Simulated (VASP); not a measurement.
# HfC in VASP: notebook

HfC is run at these levels: PBE; tasks: single point.

All numbers are computed with VASP 6.6.1; they aren't measurements. Logs are shortened: lines on timing, memory, paths and dates and some standing lists are left out, and cuts for length are marked.

**1. The cell of the first run**

Symmetry: Fm-3m, No. 225, cubic system. Conventional cell: a = 4.790 Å, b = 4.790 Å, c = 4.790 Å, α = 90.00°, β = 90.00°, γ = 90.00°. Within 3.2 Å of Hf (site symmetry m-3m) lie 6 C at 2.39 Å. Within 3.2 Å of C (site symmetry m-3m) lie 6 Hf at 2.39 Å.

**2. Single point, PBE (strain +0.030 along x and y, +0.030 along z)**

The input, INCAR:

```
SYSTEM = HfC
PREC     = Accurate       ! precision mode
ENCUT    = 520            ! plane-wave cutoff, eV
EDIFF    = 1E-7           ! SCF threshold, eV
ISMEAR   = 0              ! smearing method
SIGMA    = 0.15           ! smearing width, eV
LREAL    = .False.        ! projectors in reciprocal space
LASPH    = .True.         ! aspherical terms in the spheres
NELM     = 80             ! most SCF steps
ALGO     = Normal         ! electronic algorithm
ISIF     = 2              ! what is computed and relaxed
LWAVE    = .False.        ! write WAVECAR
LCHARG   = .False.        ! write CHGCAR
GGA      = PE             ! functional
NBANDS   = 14             ! bands
```

The input, KPOINTS:

```
Automatic mesh
0
Gamma
  18 18 18
  0 0 0
```

The input, POSCAR:

```
HfC
1.0
    0.0000000000      2.3947500000      2.3947500000
    2.3947500000      0.0000000000      2.3947500000
    2.3947500000      2.3947500000      0.0000000000
Hf C
1 1
Direct
    0.5000000000      0.5000000000      0.5000000000
    0.0000000000      0.0000000000      0.0000000000
```

Potentials or basis: VASP PAW PBE potentials, release 64 (Hf_pv, C).

Started as:

```bash
$ cat potpaw_PBE.64/Hf_pv/POTCAR potpaw_PBE.64/C/POTCAR > POTCAR
$ mpirun -np 1 vasp_std > vasp.out
```

OUTCAR:

```text
SYSTEM = HfC
   PREC = Accurate
   ENCUT = 520
   EDIFF = 1E-7
   ISMEAR = 0
   LREAL = .False.
   LASPH = .True.
   NELM = 80
   ISIF = 2
   GGA = PE

 ion  position               nearest neighbor table
   1  0.500  0.500  0.500-   2 2.39   2 2.39   2 2.39   2 2.39   2 2.39   2 2.39
   2  0.000  0.000  0.000-   1 2.39   1 2.39   1 2.39   1 2.39   1 2.39   1 2.39

  LATTYP: Found a face centered cubic cell.
 ALAT       =     4.7895000000

  Lattice vectors:

 A1 = (   0.0000000000,   2.3947500000,   2.3947500000)
 A2 = (   2.3947500000,   0.0000000000,   2.3947500000)
 A3 = (   2.3947500000,   2.3947500000,   0.0000000000)

Analysis of symmetry for initial positions (statically):
=====================================================================
 Subroutine PRICEL returns:
 Original cell was already a primitive cell.

 Routine SETGRP: Setting up the symmetry group for a
 face centered cubic supercell.

 Subroutine GETGRP returns: Found 48 space group operations
 (whereof 48 operations were pure point group operations)
 out of a pool of 48 trial point group operations.

The static configuration has the point symmetry O_h .

Analysis of symmetry for dynamics (positions and initial velocities):
=====================================================================
 Subroutine PRICEL returns:
 Original cell was already a primitive cell.

 Routine SETGRP: Setting up the symmetry group for a
 face centered cubic supercell.

 Subroutine GETGRP returns: Found 48 space group operations
 (whereof 48 operations were pure point group operations)
 out of a pool of 48 trial point group operations.

The dynamic configuration has the point symmetry O_h .

 Subroutine INISYM returns: Found 48 space group operations
 (whereof 48 operations are pure point group operations),
 and found     1 'primitive' translations

----------------------------------------------------------------------------------------

                                     Primitive cell

  volume of cell :      27.4670

  direct lattice vectors                    reciprocal lattice vectors
     0.000000000  2.394750000  2.394750000    -0.208790062  0.208790062  0.208790062
     2.394750000  0.000000000  2.394750000     0.208790062 -0.208790062  0.208790062
     2.394750000  2.394750000  0.000000000     0.208790062  0.208790062 -0.208790062

  length of vectors
     3.386687928  3.386687928  3.386687928     0.361634995  0.361634995  0.361634995

  position of ions in fractional coordinates (direct lattice)
[... 85 lines left out ...]
   ISIF   =      2    stress and relaxation
   ISYM   =      2    0-nonsym 1-usesym 2-fastsym
   POTIM  = 0.5000    time-step for ionic-motion
   TEBEG  =    0.0;   TEEND  =   0.0 temperature during run
   PSTRESS=    0.0 pullay stress
   NELECT =      14.0000    total number of electrons
   NUPDOWN=      -1.0000    fix difference up-down
   EMIN   =  10.00;   EMAX   =-10.00  energy-range for DOS
   EFERMI =   0.00;   METHOD = LEGACY
   ISMEAR =     0;   SIGMA  =   0.15  broadening in eV -4-tet -1-fermi 0-gaus
   EFERMI_NEDOS =   21; number of points for ismear=-14 and -15
   IALGO  =     38    algorithm
   IMIX   =      4    mixing-type and parameters
     AMIX     =   0.40;   BMIX     =  1.00
     AMIX_MAG =   1.60;   BMIX_MAG =  1.00
  volume/ion in A,a.u.               =      13.73        92.68
  Fermi-wavevector in a.u.,A,eV,Ry     =   1.307718  2.471228 23.267670  1.710126
  Thomas-Fermi vector in A             =   2.438433
   LORBIT       =      0    0 simple, 1 ext, 2 COOP (PROOUT), +10 PAW based schemes
   GGA     = PE    functional components
   LHFCALC =     F    Hartree Fock is set to
   AEXX    =    0.0000 exact exchange contribution
   IVDW    =     0    specifies the selected vdW correction
   LEPSILON=     F    determine dielectric tensor
   LRPA    =     F    only Hartree local field effects (RPA)
 non-spin polarized calculation
 Gauss-broadening in eV      SIGMA  =   0.15
  energy-cutoff  :      520.00
  volume of cell :       27.47
 maximum number of plane-waves:       754
 NGX is ok and might be reduce to    28
   NGX = 13   NGY = 13   NGZ = 13

 number of electron      14.0000000 magnetization

 Free energy of the ion-electron system (eV)
  ---------------------------------------------------
  ext. energy  EPLUGINS =         0.00000000
  ---------------------------------------------------
  free energy    TOTEN  =       -20.90353813 eV

  energy without entropy =      -20.90075367  energy(sigma->0) =      -20.90214590

 E-fermi :   5.2941     XC(G=0): -11.8536

 val. band max:        5.2271554945   @ k =   0.3333   0.2778   0.0000
 cond. band min:       5.3285925390   @ k =   0.1111   0.0556   0.0000
 fundamental gap:      0.1014370444
 Fermi energy:         5.2941140219

 k-point     1 :       0.0000    0.0000    0.0000
  band No.  band energies     occupation
      1     -24.7125      2.00000
      2     -24.7125      2.00000
      3     -24.7125      2.00000
      4      -6.5711      2.00000
      5       6.2433      0.00000
      6       6.2433      0.00000
      7       6.2433      0.00000
      8       6.6419      0.00000
      9       6.6419      0.00000
     10       6.6419      0.00000
     11       8.4031      0.00000
     12       8.4031      0.00000
     13      11.1025      0.00000
     14      16.0330      0.00000
[... 377 lines left out ...]
      1     -24.9447      2.00000
      2     -24.7533      2.00000
      3     -24.7307      2.00000
      4      -5.3594      2.00000
      5       2.4903      2.00000
      6       3.6665      2.00000
      7       3.9062      2.00000
      8       7.7670      0.00000
      9       7.9368      0.00000
     10       8.6011      0.00000
     11      11.2638      0.00000
     12      12.5747      0.00000
     13      13.4763      0.00000
     14      18.4162      0.00000

 [... further k-points ...]
[... 5 lines left out ...]
  --------------------------------------------------------------------------------------
  -------------------------------------------------------------------------------------
  Total       -3.0981093     -3.0981093     -3.0981093      0.0000000      0.0000000      0.0000000
  in kB     -180.7160689   -180.7160689   -180.7160689      0.0000000      0.0000000      0.0000000
  external PRESSURE =    -180.7160689 kB  Pullay stress =       0.0000000 kB

 VOLUME and BASIS-vectors are now :
 -----------------------------------------------------------------------------
  energy-cutoff  :      520.00
  volume of cell :       27.47
      direct lattice vectors                 reciprocal lattice vectors
     0.000000000  2.394750000  2.394750000    -0.208790062  0.208790062  0.208790062
     2.394750000  0.000000000  2.394750000     0.208790062 -0.208790062  0.208790062
     2.394750000  2.394750000  0.000000000     0.208790062  0.208790062 -0.208790062

 POSITION                                       TOTAL-FORCE (eV/Angst)
 -----------------------------------------------------------------------------------
      2.39475      2.39475      2.39475        -0.000000      0.000000     -0.000000
      0.00000      0.00000      0.00000         0.000000     -0.000000      0.000000
 -----------------------------------------------------------------------------------
    total drift:                                0.000000      0.000000      0.000000

  FREE ENERGIE OF THE ION-ELECTRON SYSTEM (eV)
  ---------------------------------------------------
  free  energy   TOTEN  =       -20.9035381265 eV

  energy  without entropy=      -20.9007536666  energy(sigma->0) =      -20.90214590
```

stdout:

```text
POSCAR found type information on POSCAR HfC
 POSCAR found :  2 types and       2 ions
 scaLAPACK will be used
 LDA part: xc-table for (Slater+PW92), standard interpolation
 POSCAR, INCAR and KPOINTS ok, starting setup
 FFT: planning ... GRIDC
 FFT: planning ... GRID_SOFT
 FFT: planning ... GRID
 WAVECAR not read
 entering main loop
```

Run time: 40 s. Hardware: 1 thread of Intel Xeon 6975P-C (Granite Rapids), shared host; peak memory 0.22 GiB.

Results:

| Item | Value |
| --- | --- |
| Free energy | -20.9035 eV |
| Pressure | -18.1 GPa |
| Band gap on the k mesh | zero (band 7 reaches 6.24 eV, above the bottom of band 8 at 4.87 eV) |

Caveat: the cell differs from its parent crystal (strain +0.030 along x and y, +0.030 along z); spin-orbit coupling is left out, which moves the levels of the heavy elements.

[end of part 1 of 2]
